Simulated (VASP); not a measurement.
## CuI: single point with PBEsol

The system is CuI.

```xyz
2
Lattice="4.2872 0.0000 0.0000 2.1436 3.7128 0.0000 2.1436 1.2376 3.5005" Properties=species:S:1:pos:R:3 pbc="T T T"
Cu    2.1436    1.2376    0.8751
I     0.0000    0.0000    0.0000
```

```json
{
  "Program": "VASP 6.6.1",
  "Task": "single point",
  "Functional": "PBEsol",
  "Potentials or basis": "VASP PAW PBE potentials, release 64 (Cu, I)",
  "Cutoff": "600 eV",
  "k mesh": "6 × 6 × 6",
  "Occupations": "gaussian, width 0.01 eV",
  "Spin": "no spin polarisation"
}
```

```json
{"Pressure": "-2.1 GPa", "Band gap on the k mesh": "1.03 eV"}
```

Levels at points of the mesh, in eV from the valence-band top:
```csv
k point,band 5,band 6,band 7,band 8,band 9,band 10,band 11,band 12,band 13,band 14
"(0.00, 0.00, 0.00)",-1.88,-1.88,0.00,0.00,0.00,1.03,4.83,4.83,4.83,8.04
"(0.50, 0.00, 0.00)",-1.85,-1.85,-1.80,-0.72,-0.72,2.08,5.36,5.36,7.25,9.00
"(0.50, 0.50, 0.00)",-1.91,-1.82,-1.79,-1.52,-1.52,2.60,2.85,9.08,9.71,9.71
```

It took 20 s on 1 thread of Intel(R) Xeon(R) Platinum 8375C CPU @ 2.90GHz (Ice Lake), on a shared host, peak memory 0.21 GiB.

Caveat: the PAW data sets were made with another functional, which shifts forces and pressure a little; spin-orbit coupling is left out, which moves the levels of the heavy elements. PBEsol gaps usually lie below the measured ones, often by a third to a half.
